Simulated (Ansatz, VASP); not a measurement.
Re in VASP and in Ansatz

```
CELL_PARAMETERS angstrom
2.76639 0.00000 0.00000
-1.38319 2.39576 0.00000
0.00000 0.00000 8.93885
ATOMIC_POSITIONS crystal
Re 0.66667 0.33333 0.75000
Re 0.00000 0.00000 0.50000
Re 0.33333 0.66667 0.25000
Re 0.00000 0.00000 0.00000
```

Alike in both runs: task relaxation of cell and atoms; functional BLYP; k mesh 11 × 11 × 3; occupations fermi-dirac, width 0.05 eV; no spin polarisation.

|  | VASP | Ansatz |
| --- | --- | --- |
| version | VASP 6.6.1 | Ansatz 0.2.0 |
| potentials or method | VASP PAW PBE potentials, release 64 (Re_sv_GW) | Ansatz PAW |
| plane-wave cutoff (eV) | 560 | 420 |
| valence electrons in the cell | 60 | 60 |

VASP gave:

| Property | Result |
| --- | --- |
| relaxed volume (Å³/atom) | 15.51 |
| relaxed length of the cell vector where the two differ most in proportion (Å) | 9.072 |

What did Ansatz give for the same quantities?

Relaxed volume (Å³/atom): 15.52; relaxed length of the cell vector where the two differ most in proportion (Å): 9.075.

VASP's potentials were made for PBE, not for BLYP.

Spin-orbit coupling is off throughout. Noted on Ansatz's run: the plane-wave basis is chosen anew once the cell has moved, so the energies of steps on either side of that aren't comparable.
